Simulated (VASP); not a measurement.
# TaRu (P4/mmm) in VASP: notebook

The runs below take TaRu through single point, with LDA.

Program: VASP 6.6.1. These are calculated values, not measurements. Logs are shortened: lines on timing, memory, paths and dates and some standing lists are left out, and cuts for length are marked.

### Step 1. The cell of the first run

It takes space group P4/mmm (No. 123, tetragonal). Conventional cell: a = 3.123 Å, b = 3.123 Å, c = 3.187 Å, α = 90.00°, β = 90.00°, γ = 90.00°. Within 3.6 Å of Ta (site symmetry 4/mmm) lie 8 Ru at 2.72 Å and 6 Ta at 3.12 to 3.19 Å. Within 3.6 Å of Ru (site symmetry 4/mmm) lie 8 Ta at 2.72 Å and 6 Ru at 3.12 to 3.19 Å.

### Step 2. Single point, LDA (equal xx and yy strain of -2 %)

Contents of INCAR:

```
PREC = Accurate
ENCUT = 500
EDIFF = 1E-6
ISMEAR = -1
SIGMA = 0.03
LREAL = False
LASPH = True
NELM = 120
ALGO = Normal
ISIF = 2
LWAVE = False
LCHARG = True
GGA = CA
LELF = True
LVHAR = True
NBANDS = 20
GGA_COMPAT = False
```

Contents of KPOINTS:

```
Automatic mesh
0
Gamma
  13 13 13
```

Contents of POSCAR:

```
TaRu
1.0
    3.1232600000      0.0000000000      0.0000000000
    0.0000000000      3.1232600000      0.0000000000
    0.0000000000      0.0000000000      3.1870000000
Ta Ru
1 1
Direct
    0.5000000000      0.5000000000      0.5000000000
    0.0000000000      0.0000000000      0.0000000000
```

Potentials or basis: VASP PAW LDA potentials, release 64 (Ta_pv, Ru_pv).

Run with:

```
$ cat potpaw_LDA.64/Ta_pv/POTCAR potpaw_LDA.64/Ru_pv/POTCAR > POTCAR
$ mpirun -np 1 vasp_std > vasp.out
```

OUTCAR:

```text
PREC = Accurate
   ENCUT = 500
   EDIFF = 1E-6
   ISMEAR = -1
   LREAL = False
   LASPH = True
   NELM = 120
   ISIF = 2
   GGA = CA

 ion  position               nearest neighbor table
   1  0.500  0.500  0.500-   2 2.72   2 2.72   2 2.72   2 2.72   2 2.72   2 2.72   2 2.72   2 2.72

   2  0.000  0.000  0.000-   1 2.72   1 2.72   1 2.72   1 2.72   1 2.72   1 2.72   1 2.72   1 2.72

  LATTYP: Found a simple tetragonal cell.
 ALAT       =     3.1232600000
 C/A-ratio  =     1.0204081633

  Lattice vectors:

 A1 = (   3.1232600000,   0.0000000000,   0.0000000000)
 A2 = (   0.0000000000,   3.1232600000,   0.0000000000)
 A3 = (   0.0000000000,   0.0000000000,   3.1870000000)

Analysis of symmetry for initial positions (statically):
=====================================================================
 Subroutine PRICEL returns:
 Original cell was already a primitive cell.

 Routine SETGRP: Setting up the symmetry group for a
 simple tetragonal supercell.

 Subroutine GETGRP returns: Found 16 space group operations
 (whereof 16 operations were pure point group operations)
 out of a pool of 16 trial point group operations.

The static configuration has the point symmetry D_4h.

Analysis of symmetry for dynamics (positions and initial velocities):
=====================================================================
 Subroutine PRICEL returns:
 Original cell was already a primitive cell.

 Routine SETGRP: Setting up the symmetry group for a
 simple tetragonal supercell.

 Subroutine GETGRP returns: Found 16 space group operations
 (whereof 16 operations were pure point group operations)
 out of a pool of 16 trial point group operations.

The dynamic configuration has the point symmetry D_4h.

 Subroutine INISYM returns: Found 16 space group operations
 (whereof 16 operations are pure point group operations),
 and found     1 'primitive' translations

----------------------------------------------------------------------------------------

                                     Primitive cell

  volume of cell :      31.0884

  direct lattice vectors                    reciprocal lattice vectors
     3.123260000  0.000000000  0.000000000     0.320178275  0.000000000  0.000000000
     0.000000000  3.123260000  0.000000000     0.000000000  0.320178275  0.000000000
     0.000000000  0.000000000  3.187000000     0.000000000  0.000000000  0.313774710

  length of vectors
     3.123260000  3.123260000  3.187000000     0.320178275  0.320178275  0.313774710

  position of ions in fractional coordinates (direct lattice)
     0.500000000  0.500000000  0.500000000
     0.000000000  0.000000000  0.000000000

  ion indices of the primitive-cell ions
   primitive index   ion index
                 1           1
                 2           2

----------------------------------------------------------------------------------------

 KPOINTS: Automatic mesh

Automatic generation of k-mesh.
 Grid dimensions read from file:
 generate k-points for:   13   13   13

 Generating k-lattice:

  Cartesian coordinates                     Fractional coordinates (reciprocal lattice)
     0.024629098  0.000000000  0.000000000     0.076923077  0.000000000  0.000000000
     0.000000000  0.024629098  0.000000000     0.000000000  0.076923077  0.000000000
     0.000000000  0.000000000  0.024136516     0.000000000  0.000000000  0.076923077

  Length of vectors
     0.024629098  0.024629098  0.024136516

  Shift w.r.t. Gamma in fractional coordinates (k-lattice)
     0.000000000  0.000000000  0.000000000

 Subroutine IBZKPT returns following result:
 ===========================================

 Found    196 irreducible k-points:

 Following reciprocal coordinates:
            Coordinates               Weight
  0.000000  0.000000  0.000000      1.000000
  0.076923  0.000000  0.000000      4.000000
  0.153846  0.000000  0.000000      4.000000
  0.230769  0.000000  0.000000      4.000000
  0.307692  0.000000  0.000000      4.000000
  0.384615  0.000000  0.000000      4.000000
[... 16 lines left out ...]
  0.307692  0.307692  0.000000      4.000000
  0.384615  0.307692  0.000000      8.000000
 [... further k-points ...]
   k-points           NKPTS =    196   k-points in BZ     NKDIM =    196   number of bands    NBANDS=     20
   number of dos      NEDOS =    301   number of ions     NIONS =      2
   total plane-waves  NPLWV =  13824
   dimension x,y,z NGX =    24 NGY =   24 NGZ =   24
   dimension x,y,z NGXF=    48 NGYF=   48 NGZF=   48
   ions per type =               1   1
   NGX,Y,Z   is equivalent  to a cutoff of  12.77, 12.77, 12.52 a.u.
   NGXF,Y,Z  is equivalent  to a cutoff of  25.55, 25.55, 25.04 a.u.
 SYSTEM =  unknown system
   PREC   = accura    normal or accurate (medium, high low for compatibility)
   ISTART =      0    job   : 0-new  1-cont  2-samecut
   ICHARG =      2    charge: 1-file 2-atom 10-const
   ISPIN  =      1    spin polarized calculation?
   LNONCOLLINEAR =      F non collinear calculations
   LSORBIT =      F    spin-orbit coupling
   LASPH  =      T    aspherical Exc in radial PAW
   ENCUT  =  500.0 eV  36.75 Ry    6.06 a.u.   5.69  5.69  5.81*2*pi/ulx,y,z
   NELM   =    120;   NELMIN=  2; NELMDL= -5     # of ELM steps
   EDIFF  = 0.1E-05   stopping-criterion for ELM
   LREAL  =      F    real-space projection
   EDIFFG = 0.1E-04   stopping-criterion for IOM
   NSW    =      0    number of steps for IOM
   IBRION =     -1    ionic relax: 0-MD 1-quasi-New 2-CG
   NFREE  =      0    steps in history (QN), initial steepest desc. (CG)
   ISIF   =      2    stress and relaxation
   ISYM   =      2    0-nonsym 1-usesym 2-fastsym
   POTIM  = 0.5000    time-step for ionic-motion
   TEBEG  =    0.0;   TEEND  =   0.0 temperature during run
   PSTRESS=    0.0 pullay stress
   NELECT =      25.0000    total number of electrons
   NUPDOWN=      -1.0000    fix difference up-down
   EMIN   =  10.00;   EMAX   =-10.00  energy-range for DOS
   EFERMI =   0.00;   METHOD = LEGACY
   ISMEAR =    -1;   SIGMA  =   0.03  broadening in eV -4-tet -1-fermi 0-gaus
   EFERMI_NEDOS =   21; number of points for ismear=-14 and -15
   IALGO  =     38    algorithm
   IMIX   =      4    mixing-type and parameters
     AMIX     =   0.40;   BMIX     =  1.00
     AMIX_MAG =   1.60;   BMIX_MAG =  1.00
  volume/ion in A,a.u.               =      15.54       104.90
  Fermi-wavevector in a.u.,A,eV,Ry     =   1.522376  2.876874 31.533271  2.317630
  Thomas-Fermi vector in A             =   2.630964
   LORBIT       =      0    0 simple, 1 ext, 2 COOP (PROOUT), +10 PAW based schemes
   GGA     = CA    functional components
   LHFCALC =     F    Hartree Fock is set to
   AEXX    =    0.0000 exact exchange contribution
   IVDW    =     0    specifies the selected vdW correction
   LEPSILON=     F    determine dielectric tensor
   LRPA    =     F    only Hartree local field effects (RPA)
 non-spin polarized calculation
  energy-cutoff  :      500.00
  volume of cell :       31.09
 maximum number of plane-waves:       812
 NGX is ok and might be reduce to    24
   NGX = 11   NGY = 11   NGZ = 11

 number of electron      24.9999996 magnetization

 Free energy of the ion-electron system (eV)
  ---------------------------------------------------
  ext. energy  EPLUGINS =         0.00000000
  ---------------------------------------------------
  free energy    TOTEN  =       -23.99876705 eV

  energy without entropy =      -23.98995772  energy(sigma->0) =      -23.99436238

 E-fermi :   9.6870     XC(G=0): -13.5758

 val. band max:        9.6836037153   @ k =   0.4615   0.0769   0.2308
 cond. band min:       9.6946761288   @ k =   0.3077   0.2308   0.4615
 fundamental gap:      0.0110724135
 Fermi energy:         9.6869871119

 k-point     1 :       0.0000    0.0000    0.0000
  band No.  band energies     occupation
      1     -33.3337      2.00000
      2     -33.3337      2.00000
      3     -33.3297      2.00000
      4     -25.1073      2.00000
      5     -25.0833      2.00000
      6     -25.0833      2.00000
[... 12 lines left out ...]
     19      18.1530      0.00000
     20      18.1530      0.00000

 k-point     2 :       0.0769    0.0000    0.0000
  band No.  band energies     occupation
      1     -33.3404      2.00000
      2     -33.3324      2.00000
      3     -33.3283      2.00000
      4     -25.1075      2.00000
      5     -25.1071      2.00000
      6     -25.0832      2.00000
[... 12 lines left out ...]
     19      18.2514      0.00000
     20      18.7516      0.00000

 k-point     3 :       0.1538    0.0000    0.0000
  band No.  band energies     occupation
      1     -33.3591      2.00000
      2     -33.3288      2.00000
      3     -33.3245      2.00000
      4     -25.1724      2.00000
      5     -25.1078      2.00000
      6     -25.0831      2.00000
[... 12 lines left out ...]
     19      19.6762      0.00000
     20      20.1135      0.00000

 k-point     4 :       0.2308    0.0000    0.0000
  band No.  band energies     occupation
      1     -33.3853      2.00000
      2     -33.3238      2.00000
      3     -33.3191      2.00000
      4     -25.2634      2.00000
      5     -25.1084      2.00000
      6     -25.0829      2.00000
[... 12 lines left out ...]
     19      19.6314      0.00000
     20      21.3791      0.00000

 k-point     5 :       0.3077    0.0000    0.0000
  band No.  band energies     occupation
      1     -33.4130      2.00000
      2     -33.3185      2.00000
      3     -33.3134      2.00000
      4     -25.3585      2.00000
      5     -25.1090      2.00000
      6     -25.0827      2.00000
[... 12 lines left out ...]
     19      19.6313      0.00000
     20      21.7385      0.00000
[... 353 lines left out ...]
      6     -25.0945      2.00000
[... 12 lines left out ...]
     19      19.6304      0.00000
     20      20.8983      0.00000

 k-point    22 :       0.4615    0.2308    0.0000
  band No.  band energies     occupation
      1     -33.4545      2.00000
      2     -33.3792      2.00000
      3     -33.3000      2.00000
      4     -25.4349      2.00000
      5     -25.2173      2.00000
      6     -25.0927      2.00000
[... 12 lines left out ...]
     19      19.6307      0.00000
     20      21.3297      0.00000

 k-point    23 :       0.3077    0.3077    0.0000
  band No.  band energies     occupation
      1     -33.4220      2.00000
      2     -33.4071      2.00000
      3     -33.3020      2.00000
      4     -25.3316      2.00000
      5     -25.2891      2.00000
      6     -25.0915      2.00000
[... 12 lines left out ...]
     19      19.6193      0.00000
     20      19.7640      0.00000

 k-point    24 :       0.3846    0.3077    0.0000
  band No.  band energies     occupation
      1     -33.4431      2.00000
      2     -33.4141      2.00000
      3     -33.2987      2.00000
      4     -25.3775      2.00000
      5     -25.2937      2.00000
      6     -25.0864      2.00000
[... 12 lines left out ...]
     19      19.6284      0.00000
     20      20.0271      0.00000

 [... further k-points ...]

------------------------ aborting loop because EDIFF is reached ----------------------------------------

  FORCE on cell =-STRESS in cart. coord.  units (eV):
  Direction    XX          YY          ZZ          XY          YZ          ZX
  --------------------------------------------------------------------------------------
  -------------------------------------------------------------------------------------
  Total       -1.4627364     -1.4627364     -0.4762581      0.0000000      0.0000000     -0.0000000
  in kB      -75.3838512    -75.3838512    -24.5445265      0.0000000      0.0000000     -0.0000000
  external PRESSURE =     -58.4374096 kB  Pullay stress =       0.0000000 kB

 VOLUME and BASIS-vectors are now :
 -----------------------------------------------------------------------------
  energy-cutoff  :      500.00
  volume of cell :       31.09
      direct lattice vectors                 reciprocal lattice vectors
     3.123260000  0.000000000  0.000000000     0.320178275  0.000000000  0.000000000
     0.000000000  3.123260000  0.000000000     0.000000000  0.320178275  0.000000000
     0.000000000  0.000000000  3.187000000     0.000000000  0.000000000  0.313774710

 POSITION                                       TOTAL-FORCE (eV/Angst)
 -----------------------------------------------------------------------------------
      1.56163      1.56163      1.59350         0.000000      0.000000      0.000000
      0.00000      0.00000      0.00000         0.000000      0.000000      0.000000
 -----------------------------------------------------------------------------------
    total drift:                                0.000000      0.000000     -0.000000

  FREE ENERGIE OF THE ION-ELECTRON SYSTEM (eV)
  ---------------------------------------------------
  free  energy   TOTEN  =       -23.9987670493 eV

  energy  without entropy=      -23.9899577173  energy(sigma->0) =      -23.99436238
```

Run time: 23 s. Hardware: 1 thread of Intel Xeon 6975P-C (Granite Rapids), shared host; peak memory 0.22 GiB.

Results:

```yaml
Free_energy: -23.9988 eV
Pressure: -5.8 GPa
Band_gap_on_the_k_mesh: zero (an odd number of electrons rules out a gap without spin polarisation)
```

Caveat: the cell differs from its parent crystal (equal xx and yy strain of -2 %); the cell stands under tension; spin-orbit coupling is left out, which moves the levels of the heavy elements.

### Step 3. Single point, LDA (equal xx and yy strain of -1 %)

Contents of INCAR:

```
SYSTEM = TaRu
  ALGO = Normal
  EDIFF = 1E-6
  ENCUT = 500
  GGA_COMPAT = .FALSE.
  ISIF = 2
  ISMEAR = -1
  LASPH = .TRUE.
  LCHARG = .TRUE.
  LELF = .TRUE.
  LREAL = .FALSE.
  LVHAR = .TRUE.
  LWAVE = .FALSE.
  NBANDS = 20
  NELM = 120
  PREC = Accurate
  SIGMA = 0.03
```

Contents of KPOINTS:

```
k-points
0
G
  13 13 13
  0 0 0
```

Contents of POSCAR:

```
TaRu
1.0
    3.1551300000      0.0000000000      0.0000000000
    0.0000000000      3.1551300000      0.0000000000
    0.0000000000      0.0000000000      3.1870000000
Ta Ru
1 1
Direct
    0.5000000000      0.5000000000      0.5000000000
    0.0000000000      0.0000000000      0.0000000000
```

Potentials or basis: VASP PAW LDA potentials, release 64 (Ta_pv, Ru_pv).

Run with:

```
$ cat potpaw_LDA.64/Ta_pv/POTCAR potpaw_LDA.64/Ru_pv/POTCAR > POTCAR
$ mpirun -np 1 vasp_std > vasp.out
```

Run time: 24 s. Hardware: 1 thread of Intel Xeon 6975P-C (Granite Rapids), shared host; peak memory 0.22 GiB.

Results (log left out):

* Free energy: -23.9603 eV
* Pressure: -11.0 GPa
* Band gap on the k mesh: zero (an odd number of electrons rules out a gap without spin polarisation)

Stress tensor (GPa, compression positive):
```
-11.82   0.00   0.00
  0.00 -11.82   0.00
  0.00   0.00  -9.27
```

Levels at points of the mesh, in eV from the Fermi level:
```tsv
k point	band 10	band 11	band 12	band 13	band 14	band 15
(0.00, 0.00, 0.00)	-2.43	-2.43	-2.34	0.90	1.05	4.06
```

Caveat: the cell differs from its parent crystal (equal xx and yy strain of -1 %); the cell stands under tension; spin-orbit coupling is left out, which moves the levels of the heavy elements.

### Step 4. Single point, LDA (equal xx and yy strain of +1 %)

Contents of INCAR:

```
PREC = Accurate
ENCUT = 500
EDIFF = 1E-6
ISMEAR = -1
SIGMA = 0.03
LREAL = F
LASPH = T
NELM = 120
ALGO = Normal
ISIF = 2
LWAVE = F
LCHARG = T
LELF = T
LVHAR = T
NBANDS = 20
GGA_COMPAT = F
```

Contents of KPOINTS:

```
regular mesh
0
Gamma
  13 13 13
```

Contents of POSCAR:

```
TaRu
1.0
    3.2188700000      0.0000000000      0.0000000000
    0.0000000000      3.2188700000      0.0000000000
    0.0000000000      0.0000000000      3.1870000000
Ta Ru
1 1
Direct
    0.5000000000      0.5000000000      0.5000000000
    0.0000000000      0.0000000000      0.0000000000
```

Potentials or basis: VASP PAW LDA potentials, release 64 (Ta_pv, Ru_pv).

Run with:

```
$ cat potpaw_LDA.64/Ta_pv/POTCAR potpaw_LDA.64/Ru_pv/POTCAR > POTCAR
$ mpirun -np 1 vasp_std > vasp.out
```

OUTCAR:

```text
PREC = Accurate
   ENCUT = 500
   EDIFF = 1E-6
   ISMEAR = -1
   LREAL = F
   LASPH = T
   NELM = 120
   ISIF = 2

 ion  position               nearest neighbor table
   1  0.500  0.500  0.500-   2 2.78   2 2.78   2 2.78   2 2.78   2 2.78   2 2.78   2 2.78   2 2.78

   2  0.000  0.000  0.000-   1 2.78   1 2.78   1 2.78   1 2.78   1 2.78   1 2.78   1 2.78   1 2.78

  LATTYP: Found a simple tetragonal cell.
 ALAT       =     3.2188700000
 C/A-ratio  =     0.9900990099

  Lattice vectors:

 A1 = (   3.2188700000,   0.0000000000,   0.0000000000)
 A2 = (   0.0000000000,   3.2188700000,   0.0000000000)
 A3 = (   0.0000000000,   0.0000000000,   3.1870000000)

Analysis of symmetry for initial positions (statically):
=====================================================================
 Subroutine PRICEL returns:
 Original cell was already a primitive cell.

 Routine SETGRP: Setting up the symmetry group for a
 simple tetragonal supercell.

 Subroutine GETGRP returns: Found 16 space group operations
 (whereof 16 operations were pure point group operations)
 out of a pool of 16 trial point group operations.
[... 159 lines left out ...]
  free energy    TOTEN  =       -23.83582957 eV

  energy without entropy =      -23.82514126  energy(sigma->0) =      -23.83048542

 E-fermi :   8.8915     XC(G=0): -13.2420

 val. band max:        8.8860424437   @ k =   0.4615   0.3846   0.2308
 cond. band min:       8.8917287709   @ k =   0.1538   0.0000   0.3846
 fundamental gap:      0.0056863272
 Fermi energy:         8.8914838206

 k-point     1 :       0.0000    0.0000    0.0000
  band No.  band energies     occupation
      1     -34.0128      2.00000
      2     -34.0128      2.00000
      3     -34.0126      2.00000
      4     -26.0107      2.00000
      5     -26.0107      2.00000
      6     -26.0005      2.00000
[... 541 lines left out ...]
     19      18.3364      0.00000
     20      18.9233      0.00000

 [... further k-points ...]

------------------------ aborting loop because EDIFF is reached ----------------------------------------

  FORCE on cell =-STRESS in cart. coord.  units (eV):
  Direction    XX          YY          ZZ          XY          YZ          ZX
  --------------------------------------------------------------------------------------
  -------------------------------------------------------------------------------------
  Total       -3.8982991     -3.8982991     -4.3400548      0.0000000      0.0000000      0.0000000
  in kB     -189.1458455   -189.1458455   -210.5798703      0.0000000      0.0000000      0.0000000
  external PRESSURE =    -196.2905204 kB  Pullay stress =       0.0000000 kB

 VOLUME and BASIS-vectors are now :
 -----------------------------------------------------------------------------
  energy-cutoff  :      500.00
  volume of cell :       33.02
      direct lattice vectors                 reciprocal lattice vectors
     3.218870000  0.000000000  0.000000000     0.310668029  0.000000000  0.000000000
     0.000000000  3.218870000  0.000000000     0.000000000  0.310668029  0.000000000
     0.000000000  0.000000000  3.187000000     0.000000000  0.000000000  0.313774710

 POSITION                                       TOTAL-FORCE (eV/Angst)
 -----------------------------------------------------------------------------------
      1.60943      1.60943      1.59350         0.000000      0.000000      0.000000
      0.00000      0.00000      0.00000         0.000000      0.000000      0.000000
 -----------------------------------------------------------------------------------
    total drift:                                0.000000      0.000000     -0.000000

  FREE ENERGIE OF THE ION-ELECTRON SYSTEM (eV)
  ---------------------------------------------------
  free  energy   TOTEN  =       -23.8358295743 eV

  energy  without entropy=      -23.8251412582  energy(sigma->0) =      -23.83048542
```

stdout:

```text
POSCAR found type information on POSCAR TaRu
 POSCAR found :  2 types and       2 ions
 scaLAPACK will be used
 LDA part: xc-table for (Slater(with rela. corr.)+CA(PZ))
 , standard interpolation
 POSCAR, INCAR and KPOINTS ok, starting setup
 FFT: planning ... GRIDC
 FFT: planning ... GRID_SOFT
 FFT: planning ... GRID
 WAVECAR not read
 entering main loop
```

Wall time 24 s (1 thread of Intel Xeon 6975P-C (Granite Rapids), shared host); peak memory 0.22 GiB.

What came out:

| Property | Result |
| --- | --- |
| Free energy | -23.8358 eV |
| Pressure | -19.6 GPa |
| Band gap on the k mesh | zero (an odd number of electrons rules out a gap without spin polarisation) |

Caveat: the cell differs from its parent crystal (equal xx and yy strain of +1 %); the cell stands under tension; spin-orbit coupling is left out, which moves the levels of the heavy elements.

(Part 1 of 2 ends here.)
